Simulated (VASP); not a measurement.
Input of a VASP 6.6.1 run:

The input INCAR:

```
SYSTEM = AsIr
PREC = Accurate
ENCUT = 520
EDIFF = 1E-6
ISMEAR = 0
SIGMA = 0.1
LREAL = .FALSE.
LASPH = .TRUE.
NELM = 100
ALGO = Normal
ISIF = 2
LWAVE = .FALSE.
LCHARG = .FALSE.
GGA = PE
NBANDS = 22
```

KPOINTS

```
Automatic mesh
0
G
  12 12 12
  0 0 0
```

File POSCAR:

```
AsIr
1.0
    0.0000000000      3.1802592123      3.1802592123
    3.1802592123      0.0000000000      3.1802592123
    3.1802592123      3.1802592123      0.0000000000
As Ir
2 2
Direct
    0.5000000000      0.5000000000      0.5000000000
    0.7500000000      0.7500000000      0.7500000000
    0.0000000000      0.0000000000      0.0000000000
    0.2500000000      0.2500000000      0.2500000000
```

Potentials or basis: VASP PAW PBE potentials, release 64 (As, Ir).

Launch:

```bash
$ cat potpaw_PBE.64/As/POTCAR potpaw_PBE.64/Ir/POTCAR > POTCAR
$ mpirun -np 1 vasp_std > vasp.out
```

**Question.** What does it give for the band gap on the k mesh?

**Answer.** Zero (band 14 reaches 9.34 eV, above the bottom of band 15 at 8.16 eV).

**Question.** Predict the pressure.

**Answer.** 0.4 GPa.

Caveat: spin-orbit coupling is left out, which moves the levels of the heavy elements.
